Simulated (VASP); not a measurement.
MgO, 2 atoms in the cell. Symmetry: R3m, No. 160, trigonal system. Conventional cell: a = 3.098 Å, b = 3.098 Å, c = 8.081 Å, α = 90.00°, β = 90.00°, γ = 120.00°. Within 2.6 Å of Mg (site symmetry 3m) lie 4 O at 1.93 to 1.96 Å. Within 2.6 Å of O (site symmetry 3m) lie 4 Mg at 1.93 to 1.96 Å.  This cell differs from its parent crystal: epitaxial 111 strain -4.0%.

* Program: VASP 6.6.1
* Task: single point
* Functional: PBE
* Potentials or basis: VASP PAW PBE potentials, release 64 (Mg, O)
* Cutoff: 520 eV
* k mesh: 10 × 10 × 10
* Occupations: fermi-dirac, width 0.02 eV
* Spin: no spin polarisation
* Dipole correction: no
* Further INCAR settings: ALGO = Normal; EDIFF = 1e-07; NBANDS = 11

Potentials or basis: VASP PAW PBE potentials, release 64 (Mg, O).

The run is started by

```console
$ cat potpaw_PBE.64/Mg/POTCAR potpaw_PBE.64/O/POTCAR > POTCAR
$ mpirun -np 1 vasp_std > vasp.out
```

Hardware: 1 thread of Intel(R) Xeon(R) Platinum 8259CL CPU @ 2.50GHz (Skylake/Cascade Lake), on a shared host.

Estimate the wall time of this run.

It took 22 s on 1 thread of Intel(R) Xeon(R) Platinum 8259CL CPU @ 2.50GHz (Skylake/Cascade Lake), with other jobs on the host, peak memory 0.16 GiB. Counts: scf iterations 14, k points 116.
